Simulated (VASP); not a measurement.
# Cu (Immm) in VASP: notebook

The runs below take Cu through single point, with PBE.

Everything below comes from runs of VASP 6.6.1. Logs are shortened: lines on timing, memory, paths and dates and some standing lists are left out, and cuts for length are marked.

### 1 The cell of the first run

The structure is orthorhombic, space group Immm (No. 71). Conventional cell: a = 2.541 Å, b = 2.592 Å, c = 3.630 Å, α = 90.00°, β = 90.00°, γ = 90.00°. Within 3.4 Å of Cu (site symmetry mmm) lie 12 Cu at 2.54 to 2.59 Å.

### 2 Single point, PBE (strain -0.0200 x Voigt [0, 0, 0, 0, 0, 1])

INCAR reads:

```
ALGO = Fast ; EDIFF = 1E-6
ENCUT = 520 ; GGA = PE
ISIF = 2 ; ISMEAR = 0
LASPH = True ; LCHARG = False
LREAL = False ; LWAVE = False
NBANDS = 12 ; NELM = 80
PREC = Accurate ; SIGMA = 0.15
```

KPOINTS reads:

```
k-points
0
Gamma
  28 28 28
```

POSCAR reads:

```
Cu
1.0
   -0.0181487413      1.8148741278      1.8148741278
    1.8148741278     -0.0181487413      1.8148741278
    1.7967253865      1.7967253865      0.0000000000
Cu
1
Direct
    0.0000000000      0.0000000000      0.0000000000
```

Potentials or basis: VASP PAW PBE potentials, release 64 (Cu).

Launch:

```
cat potpaw_PBE.64/Cu/POTCAR > POTCAR
mpirun -np 1 vasp_std > vasp.out
```

OUTCAR:

```text
EDIFF = 1E-6
   ENCUT = 520
   GGA = PE
   ISIF = 2
   ISMEAR = 0
   LASPH = True
   LREAL = False
   NELM = 80
   PREC = Accurate

 ion  position               nearest neighbor table
   1  0.000  0.000  0.000-

  LATTYP: Found a body centered orthorhombic cell.
 ALAT       =     2.5409534094
 B/A-ratio  =     1.0202020202
 C/A-ratio  =     1.4284985479

  Lattice vectors:

 A1 = (   0.0181487413,  -1.8148741278,  -1.8148741278)
 A2 = (  -0.0181487413,   1.8148741278,  -1.8148741278)
 A3 = (   1.8148741278,  -0.0181487413,   1.8148741278)

Analysis of symmetry for initial positions (statically):
=====================================================================
 Subroutine PRICEL returns:
 Original cell was already a primitive cell.

 Routine SETGRP: Setting up the symmetry group for a
 body centered orthorhombic supercell.

 Subroutine GETGRP returns: Found  8 space group operations
 (whereof  8 operations were pure point group operations)
 out of a pool of  8 trial point group operations.

The static configuration has the point symmetry D_2h.

Analysis of symmetry for dynamics (positions and initial velocities):
=====================================================================
 Subroutine PRICEL returns:
 Original cell was already a primitive cell.

 Routine SETGRP: Setting up the symmetry group for a
 body centered orthorhombic supercell.

 Subroutine GETGRP returns: Found  8 space group operations
 (whereof  8 operations were pure point group operations)
 out of a pool of  8 trial point group operations.

The dynamic configuration has the point symmetry D_2h.

 Subroutine INISYM returns: Found  8 space group operations
 (whereof  8 operations are pure point group operations),
 and found     1 'primitive' translations

----------------------------------------------------------------------------------------

                                     Primitive cell

  volume of cell :      11.9544

  direct lattice vectors                    reciprocal lattice vectors
    -0.018148741  1.814874128  1.814874128    -0.272773465  0.272773465  0.275501200
     1.814874128 -0.018148741  1.814874128     0.272773465 -0.272773465  0.275501200
     1.796725386  1.796725386  0.000000000     0.278284040  0.278284040 -0.275501200

  length of vectors
     2.566683770  2.566683770  2.540953409     0.474037591  0.474037591  0.480400797

  position of ions in fractional coordinates (direct lattice)
     0.000000000  0.000000000  0.000000000

  ion indices of the primitive-cell ions
   primitive index   ion index
                 1           1

----------------------------------------------------------------------------------------

 KPOINTS: k-points

Automatic generation of k-mesh.
 Grid dimensions read from file:
 generate k-points for:   28   28   28

 Generating k-lattice:

  Cartesian coordinates                     Fractional coordinates (reciprocal lattice)
    -0.009741909  0.009741909  0.009839329     0.035714286 -0.000000000  0.000000000
     0.009741909 -0.009741909  0.009839329    -0.000000000  0.035714286  0.000000000
     0.009938716  0.009938716 -0.009839329     0.000000000  0.000000000  0.035714286

  Length of vectors
     0.016929914  0.016929914  0.017157171

  Shift w.r.t. Gamma in fractional coordinates (k-lattice)
     0.000000000  0.000000000  0.000000000

 Subroutine IBZKPT returns following result:
 ===========================================

 Found   3060 irreducible k-points:

 Following reciprocal coordinates:
            Coordinates               Weight
  0.000000  0.000000  0.000000      1.000000
  0.035714  0.000000  0.000000      4.000000
  0.071429  0.000000  0.000000      4.000000
  0.107143  0.000000  0.000000      4.000000
  0.142857  0.000000  0.000000      4.000000
  0.178571  0.000000  0.000000      4.000000
[... 16 lines left out ...]
  0.285714  0.035714  0.000000      4.000000
  0.321429  0.035714  0.000000      4.000000
 [... further k-points ...]
   k-points           NKPTS =   3060   k-points in BZ     NKDIM =   3060   number of bands    NBANDS=     12
   number of dos      NEDOS =    301   number of ions     NIONS =      1
   total plane-waves  NPLWV =   8000
   dimension x,y,z NGX =    20 NGY =   20 NGZ =   20
   dimension x,y,z NGXF=    40 NGYF=   40 NGZF=   40
   ions per type =               1
   NGX,Y,Z   is equivalent  to a cutoff of  12.95, 12.95, 13.09 a.u.
   NGXF,Y,Z  is equivalent  to a cutoff of  25.91, 25.91, 26.17 a.u.
 SYSTEM =  unknown system
   PREC   = accura    normal or accurate (medium, high low for compatibility)
   ISTART =      0    job   : 0-new  1-cont  2-samecut
   ICHARG =      2    charge: 1-file 2-atom 10-const
   ISPIN  =      1    spin polarized calculation?
   LNONCOLLINEAR =      F non collinear calculations
   LSORBIT =      F    spin-orbit coupling
   LASPH  =      T    aspherical Exc in radial PAW
   ENCUT  =  520.0 eV  38.22 Ry    6.18 a.u.   4.77  4.77  4.72*2*pi/ulx,y,z
   NELM   =     80;   NELMIN=  2; NELMDL= -5     # of ELM steps
   EDIFF  = 0.1E-05   stopping-criterion for ELM
   LREAL  =      F    real-space projection
   EDIFFG = 0.1E-04   stopping-criterion for IOM
   NSW    =      0    number of steps for IOM
   IBRION =     -1    ionic relax: 0-MD 1-quasi-New 2-CG
   NFREE  =      0    steps in history (QN), initial steepest desc. (CG)
   ISIF   =      2    stress and relaxation
   ISYM   =      2    0-nonsym 1-usesym 2-fastsym
   POTIM  = 0.5000    time-step for ionic-motion
   TEBEG  =    0.0;   TEEND  =   0.0 temperature during run
   PSTRESS=    0.0 pullay stress
   NELECT =      11.0000    total number of electrons
   NUPDOWN=      -1.0000    fix difference up-down
   EMIN   =  10.00;   EMAX   =-10.00  energy-range for DOS
   EFERMI =   0.00;   METHOD = LEGACY
   ISMEAR =     0;   SIGMA  =   0.15  broadening in eV -4-tet -1-fermi 0-gaus
   EFERMI_NEDOS =   21; number of points for ismear=-14 and -15
   IALGO  =     68    algorithm
   IMIX   =      4    mixing-type and parameters
     AMIX     =   0.40;   BMIX     =  1.00
     AMIX_MAG =   1.60;   BMIX_MAG =  1.00
  volume/ion in A,a.u.               =      11.95        80.67
  Fermi-wavevector in a.u.,A,eV,Ry     =   1.592320  3.009049 34.497342  2.535483
  Thomas-Fermi vector in A             =   2.690724
   LORBIT       =      0    0 simple, 1 ext, 2 COOP (PROOUT), +10 PAW based schemes
   GGA     = PE    functional components
   LHFCALC =     F    Hartree Fock is set to
   AEXX    =    0.0000 exact exchange contribution
   IVDW    =     0    specifies the selected vdW correction
   LEPSILON=     F    determine dielectric tensor
   LRPA    =     F    only Hartree local field effects (RPA)
 non-spin polarized calculation
 RMM-DIIS sequential band-by-band and
 Gauss-broadening in eV      SIGMA  =   0.15
  energy-cutoff  :      520.00
  volume of cell :       11.95
 maximum number of plane-waves:       333
   NGX =  9   NGY =  9   NGZ =  9

 number of electron      10.9999997 magnetization

 Free energy of the ion-electron system (eV)
  ---------------------------------------------------
  ext. energy  EPLUGINS =         0.00000000
  ---------------------------------------------------
  free energy    TOTEN  =        -3.72854488 eV

  energy without entropy =       -3.72555833  energy(sigma->0) =       -3.72705161

 E-fermi :   7.4562     XC(G=0): -12.6557

 val. band max:        7.4552014694   @ k =   0.1071  -0.0000   0.5000
 cond. band min:       7.4595074193   @ k =  -0.1071   0.1786   0.3929
 fundamental gap:      0.0043059499
 Fermi energy:         7.4562212119

 k-point     1 :       0.0000    0.0000    0.0000
  band No.  band energies     occupation
      1      -1.8231      2.00000
      2       4.3934      2.00000
      3       4.4391      2.00000
      4       4.4964      2.00000
      5       5.2523      2.00000
      6       5.2534      2.00000
      7      29.8766      0.00000
      8      31.9986      0.00000
      9      32.5458      0.00000
     10      32.9777      0.00000
     11      34.5619      0.00000
     12      34.9380      0.00000

 k-point     2 :       0.0357    0.0000    0.0000
  band No.  band energies     occupation
      1      -1.7776      2.00000
      2       4.3891      2.00000
      3       4.4417      2.00000
      4       4.5049      2.00000
      5       5.2493      2.00000
      6       5.2504      2.00000
      7      29.5752      0.00000
      8      31.3904      0.00000
      9      32.2966      0.00000
     10      32.8028      0.00000
     11      34.9737      0.00000
     12      35.5828      0.00000

 k-point     3 :       0.0714    0.0000    0.0000
  band No.  band energies     occupation
      1      -1.6416      2.00000
      2       4.3684      2.00000
      3       4.4573      2.00000
      4       4.5290      2.00000
      5       5.2416      2.00000
      6       5.2426      2.00000
      7      28.4051      0.00000
      8      30.7990      0.00000
      9      31.9286      0.00000
     10      32.4111      0.00000
     11      35.5350      0.00000
     12      36.1978      0.00000
[... 286 lines left out ...]
 k-point    23 :       0.2857    0.0357    0.0000
  band No.  band energies     occupation
      1       0.6538      2.00000
      2       4.1751      2.00000
      3       4.5334      2.00000
      4       4.6385      2.00000
      5       5.3469      2.00000
      6       5.4663      2.00000
      7      18.4242      0.00000
      8      29.2246      0.00000
      9      29.3873      0.00000
     10      31.1976      0.00000
     11      33.9650      0.00000
     12      36.3888      0.00000

 k-point    24 :       0.3214    0.0357    0.0000
  band No.  band energies     occupation
      1       1.1885      2.00000
      2       4.2620      2.00000
      3       4.4965      2.00000
      4       4.6088      2.00000
      5       5.4528      2.00000
      6       5.5542      2.00000
      7      16.8075      0.00000
      8      29.0427      0.00000
      9      29.1387      0.00000
     10      30.7726      0.00000
     11      33.5301      0.00000
     12      35.6345      0.00000

 [... further k-points ...]

------------------------ aborting loop because EDIFF is reached ----------------------------------------

  FORCE on cell =-STRESS in cart. coord.  units (eV):
  Direction    XX          YY          ZZ          XY          YZ          ZX
  --------------------------------------------------------------------------------------
  -------------------------------------------------------------------------------------
  Total        0.0451162      0.0451162      0.0359239      0.1238577      0.0000000      0.0000000
  in kB        6.0466863      6.0466863      4.8146810     16.5999777      0.0000000      0.0000000
  external PRESSURE =       5.6360179 kB  Pullay stress =       0.0000000 kB

 VOLUME and BASIS-vectors are now :
 -----------------------------------------------------------------------------
  energy-cutoff  :      520.00
  volume of cell :       11.95
      direct lattice vectors                 reciprocal lattice vectors
    -0.018148741  1.814874128  1.814874128    -0.272773465  0.272773465  0.275501200
     1.814874128 -0.018148741  1.814874128     0.272773465 -0.272773465  0.275501200
     1.796725386  1.796725386  0.000000000     0.278284040  0.278284040 -0.275501200

 POSITION                                       TOTAL-FORCE (eV/Angst)
 -----------------------------------------------------------------------------------
      0.00000      0.00000      0.00000         0.000000     -0.000000      0.000000
 -----------------------------------------------------------------------------------
    total drift:                                0.000000     -0.000000      0.000000

  FREE ENERGIE OF THE ION-ELECTRON SYSTEM (eV)
  ---------------------------------------------------
  free  energy   TOTEN  =        -3.7285448819 eV

  energy  without entropy=       -3.7255583330  energy(sigma->0) =       -3.72705161
```

Wall time 2.8 min (1 thread of Intel Xeon 6975P-C (Granite Rapids), shared host); peak memory 0.5 GiB.

What came out:

| Item | Value |
| --- | --- |
| Free energy | -3.7285 eV |
| Pressure | 0.6 GPa |
| Band gap on the k mesh | zero (an odd number of electrons rules out a gap without spin polarisation) |

Stress tensor (GPa, compression positive):
```
0.60 1.66 0.00
1.66 0.60 0.00
0.00 0.00 0.48
```

Caveat: the cell differs from its parent crystal (strain -0.0200 x Voigt [0, 0, 0, 0, 0, 1]).

### 3 Single point, PBE (strain +0.0150 x Voigt [0, 0, 0, 0, 0, 1])

INCAR reads:

```
SYSTEM = Cu
ALGO = Fast
EDIFF = 1E-6
ENCUT = 520
GGA = PE
ISIF = 2
ISMEAR = 0
LASPH = .TRUE.
LCHARG = .TRUE.
LELF = .TRUE.
LREAL = .FALSE.
LVHAR = .TRUE.
LWAVE = .FALSE.
NBANDS = 12
NELM = 80
PREC = Accurate
SIGMA = 0.15
```

KPOINTS reads:

```
k-points
0
G
  28 28 28
  0 0 0
```

POSCAR reads:

```
Cu
1.0
    0.0136115560      1.8148741278      1.8148741278
    1.8148741278      0.0136115560      1.8148741278
    1.8284856838      1.8284856838      0.0000000000
Cu
1
Direct
    0.0000000000      0.0000000000      0.0000000000
```

Potentials or basis: VASP PAW PBE potentials, release 64 (Cu).

Launch:

```
cat potpaw_PBE.64/Cu/POTCAR > POTCAR
mpirun -np 1 vasp_std > vasp.out
```

Wall time 2.8 min (1 thread of Intel Xeon 6975P-C (Granite Rapids), shared host); peak memory 0.5 GiB.

It converged, with:

| Item | Value |
| --- | --- |
| Free energy | -3.7291 eV |
| Pressure | 0.5 GPa |
| Band gap on the k mesh | zero (an odd number of electrons rules out a gap without spin polarisation) |

Stress tensor (GPa, compression positive):
```
 0.55 -1.25  0.00
-1.25  0.55  0.00
 0.00  0.00  0.49
```

Levels at points of the mesh, in eV from the Fermi level:
```
           k point  band 2  band 3  band 4  band 5  band 6  band 7  band 8  band 9  band 10  band 11
(0.00, 0.00, 0.00)   -3.05   -3.01   -2.97   -2.20   -2.20   22.44   24.66   25.06    25.40    27.21
(0.50, 0.00, 0.00)   -3.08   -3.01   -1.66   -1.63   -0.92    3.78   20.84   21.60    21.83    24.66
(0.50, 0.50, 0.00)   -4.38   -1.67   -1.51   -1.51    1.49    7.01   12.62   13.32    17.39    20.08
(0.00, 0.00, 0.50)   -3.07   -3.00   -1.67   -1.64   -1.05    3.57   21.05   21.95    22.13    24.91
(0.50, 0.00, 0.50)   -4.38   -1.67   -1.51   -1.50    1.49    7.01   12.97   12.97    17.43    20.04
```

Caveat: the cell differs from its parent crystal (strain +0.0150 x Voigt [0, 0, 0, 0, 0, 1]).

### 4 Single point, PBE (strain -0.0100 x Voigt [0, 0, 0, 0, 0, 1])

INCAR reads:

```
PREC = Accurate
ENCUT = 520
EDIFF = 1E-7
ISMEAR = 0
SIGMA = 0.15
LREAL = False
LASPH = True
NELM = 80
ALGO = Fast
ISIF = 2
LWAVE = False
LCHARG = False
GGA = PE
NBANDS = 12
```

KPOINTS reads:

```
Automatic mesh
0
Gamma
  28 28 28
```

POSCAR reads:

```
Cu
1.0
   -0.0090743706      1.8148741278      1.8148741278
    1.8148741278     -0.0090743706      1.8148741278
    1.8057997572      1.8057997572      0.0000000000
Cu
1
Direct
    0.0000000000      0.0000000000      0.0000000000
```

Launch:

```
cat potpaw_PBE.64/Cu/POTCAR > POTCAR
mpirun -np 1 vasp_std > vasp.out
```

It took 3.3 min on 1 thread of Intel Xeon 6975P-C (Granite Rapids), shared host; peak memory 0.51 GiB.

The run converged. Its results:

| Quantity | Value |
| --- | --- |
| Free energy | -3.7295 eV |
| Pressure | 0.5 GPa |
| Band gap on the k mesh | zero (an odd number of electrons rules out a gap without spin polarisation) |

Stress tensor (GPa, compression positive):
```
0.48 0.84 0.00
0.84 0.48 0.00
0.00 0.00 0.45
```

Levels at points of the mesh, in eV from the Fermi level:
```csv
k point,band 4,band 5,band 6,band 7,band 8,band 9
"(0.00, 0.00, 0.00)",-2.99,-2.20,-2.20,22.46,24.78,25.04
"(0.50, 0.00, 0.00)",-1.66,-1.64,-1.03,3.61,21.03,21.91
"(0.50, 0.50, 0.00)",-1.51,-1.51,1.49,7.01,12.73,13.20
"(0.00, 0.00, 0.50)",-1.65,-1.63,-0.94,3.74,20.89,21.68
"(0.50, 0.00, 0.50)",-1.51,-1.51,1.49,7.01,12.97,12.97
```

Caveat: the cell differs from its parent crystal (strain -0.0100 x Voigt [0, 0, 0, 0, 0, 1]).

### 5 Single point, PBE (strain +0.0050 x Voigt [0, 0, 0, 0, 0, 1])

INCAR reads:

```
SYSTEM = Cu
PREC = Accurate ; ENCUT = 520
EDIFF = 1E-6 ; ISMEAR = 0
SIGMA = 0.15 ; LREAL = .FALSE.
LASPH = .TRUE. ; NELM = 80
ALGO = Fast ; ISIF = 2
LWAVE = .FALSE. ; LCHARG = .FALSE.
GGA = PE ; NBANDS = 12
```

KPOINTS reads:

```
Automatic mesh
0
G
  28 28 28
  0 0 0
```

POSCAR reads:

```
Cu
1.0
    0.0045371853      1.8148741278      1.8148741278
    1.8148741278      0.0045371853      1.8148741278
    1.8194113131      1.8194113131      0.0000000000
Cu
1
Direct
    0.0000000000      0.0000000000      0.0000000000
```

Launch:

```
cat potpaw_PBE.64/Cu/POTCAR > POTCAR
mpirun -np 1 vasp_std > vasp.out
```

It took 3.1 min on 1 thread of Intel Xeon 6975P-C (Granite Rapids), shared host; peak memory 0.5 GiB.

The run converged. Its results:

| Quantity | Value |
| --- | --- |
| Free energy | -3.7297 eV |
| Pressure | 0.5 GPa |
| Band gap on the k mesh | zero (an odd number of electrons rules out a gap without spin polarisation) |

Stress tensor (GPa, compression positive):
```
 0.50 -0.42  0.00
-0.42  0.50  0.00
 0.00  0.00  0.49
```

Levels at points of the mesh, in eV from the Fermi level:
```tsv
k point	band 2	band 3	band 4	band 5	band 6	band 7	band 8	band 9	band 10	band 11
(0.00, 0.00, 0.00)	-3.02	-3.01	-3.00	-2.21	-2.21	22.47	24.90	25.03	25.15	27.41
(0.50, 0.00, 0.00)	-3.06	-3.03	-1.65	-1.64	-0.96	3.71	20.94	21.77	21.85	24.81
(0.50, 0.50, 0.00)	-4.38	-1.67	-1.51	-1.51	1.49	7.01	12.85	13.09	17.43	20.04
(0.00, 0.00, 0.50)	-3.05	-3.03	-1.65	-1.64	-1.01	3.64	21.01	21.88	21.95	24.89
(0.50, 0.00, 0.50)	-4.38	-1.67	-1.51	-1.51	1.49	7.01	12.97	12.97	17.43	20.04
```

Caveat: the cell differs from its parent crystal (strain +0.0050 x Voigt [0, 0, 0, 0, 0, 1]).

### 6 Overview

```csv
cell,further INCAR settings,gap on the mesh (eV),pressure (GPa)
"a = 2.567, b = 2.567, c = 2.541 Å, angles 60.3, 60.3, 60.7°, 1 atom",ALGO = Fast; EDIFF = 1e-06; NBANDS = 12,none,0.6
"a = 2.567, b = 2.567, c = 2.586 Å, angles 59.8, 59.8, 59.5°, 1 atom",ALGO = Fast; EDIFF = 1e-06; NBANDS = 12,none,0.5
"a = 2.567, b = 2.567, c = 2.554 Å, angles 60.2, 60.2, 60.3°, 1 atom",ALGO = Fast; EDIFF = 1e-07; NBANDS = 12,none,0.5
"a = 2.567, b = 2.567, c = 2.573 Å, angles 59.9, 59.9, 59.8°, 1 atom",ALGO = Fast; EDIFF = 1e-06; NBANDS = 12,none,0.5
```

Alike in all rows: task single point; level PBE; potentials or basis VASP PAW PBE potentials, release 64 (Cu); no spin polarisation; k mesh 28 × 28 × 28; cutoff (eV) 520; smearing gaussian 0.15 eV.

Total energies depend on the potentials used, so only differences within one code and one set of settings carry meaning.
